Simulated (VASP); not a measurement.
Write the native input for VASP 6.6.1 that does the following.

| Quantity | Value |
| --- | --- |
| Task | single point |
| Functional | PBE |
| Potentials or basis | VASP PAW PBE potentials, release 64 (Na_pv, H) |
| Cutoff | 400 eV |
| k mesh | 4 × 4 × 1 |
| Occupations | gaussian, width 0.1 eV |
| Spin | no spin polarisation |
| Dipole correction | yes |
| Further INCAR settings | ALGO = Normal; EDIFF = 1e-06; NBANDS = 40; NELMDL = -8 |

The structure of Na4H lies in POSCAR:

```
Na4H
1.0
    7.2665054626      0.0000000000      0.0000000000
   -2.4221684875      6.8509270508      0.0000000000
    0.0000000000      0.0000000000     20.9665384335
Na H
8 2
Direct
    0.2500000000      0.2500000000      0.1907801811
    0.2500000000      0.7500000000      0.1907801811
    0.7500000000      0.2500000000      0.1907801811
    0.7500000000      0.7500000000      0.1907801811
    0.0000000000      0.0000000000      0.3322693660
    0.0000000000      0.5000000000      0.3322693660
    0.5000000000      0.0000000000      0.3322693660
    0.5000000000      0.5000000000      0.3322693660
    0.0854033960      0.3333333333      0.5039715291
    0.2479299373      0.3333333333      0.5039715291
```

One way to write it, as run:

INCAR

```
ALGO     = Normal         # electronic algorithm
DIPOL    = 0.5 0.5 0.310
EDIFF    = 1E-6           # SCF threshold, eV
ENCUT    = 400            # plane-wave cutoff, eV
GGA      = PE             # functional
GGA_COMPAT= F            
IDIPOL   = 3            
ISIF     = 2              # what is computed and relaxed
ISMEAR   = 0              # smearing method
LASPH    = T              # aspherical terms in the spheres
LCHARG   = F              # write CHGCAR
LDIPOL   = T            
LREAL    = F              # projectors in reciprocal space
LWAVE    = F              # write WAVECAR
NBANDS   = 40             # bands
NELM     = 120            # most SCF steps
NELMDL   = -8           
PREC     = Accurate       # precision mode
SIGMA    = 0.1            # smearing width, eV
```

KPOINTS

```
k-points
0
Gamma
  4 4 1
```

Potentials or basis: VASP PAW PBE potentials, release 64 (Na_pv, H).

Command:

```sh
$ cat potpaw_PBE.64/Na_pv/POTCAR potpaw_PBE.64/H/POTCAR > POTCAR
$ mpirun -np 1 vasp_std > vasp.out
```

Results of the run:

```yaml
Largest_force: 4.544 eV/Å
Band_gap_on_the_k_mesh: zero (bands 29 and 30 overlap by 0.77 eV)
```

Wall time 11 min on 1 thread of Oxide Virtual Turin-like Processor, on a shared host, peak memory 0.71 GiB.
